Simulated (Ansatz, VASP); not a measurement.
**Ag2O: VASP beside Ansatz**

```
Ag O
1.0
     4.96764    0.00000    0.00000
     0.00000    4.96764    0.00000
     0.00000    0.00000    4.96764
Ag O
4 2
Direct
  0.75000 0.75000 0.75000
  0.75000 0.25000 0.25000
  0.25000 0.25000 0.75000
  0.25000 0.75000 0.25000
  0.00000 0.00000 0.00000
  0.50000 0.50000 0.50000
```

Alike in both runs: task single point; functional BLYP; k mesh 6 × 6 × 6; occupations gaussian, width 0.05 eV; no spin polarisation.

|  | VASP | Ansatz |
| --- | --- | --- |
| version | VASP 6.6.1 | Ansatz 0.2.0 |
| potentials or method | VASP PAW PBE potentials, release 64 (Ag, O), cutoff 600 eV | scalar-relativistic, plane waves, PAW |
| valence electrons in the cell | 56 | 88 |

```csv
,VASP,Ansatz,Ansatz less VASP
gap on the k mesh at the Fermi level (eV),none,none,-
pressure (GPa),-2.1,-2.1,+0.01
```

VASP's potentials were made for PBE, not for BLYP. A gap of «none» marks a metal or a gap that the smearing closes. VASP's potentials hold 56 valence electrons a cell and Ansatz's 88, so a difference there can come from the potentials and not from the codes.
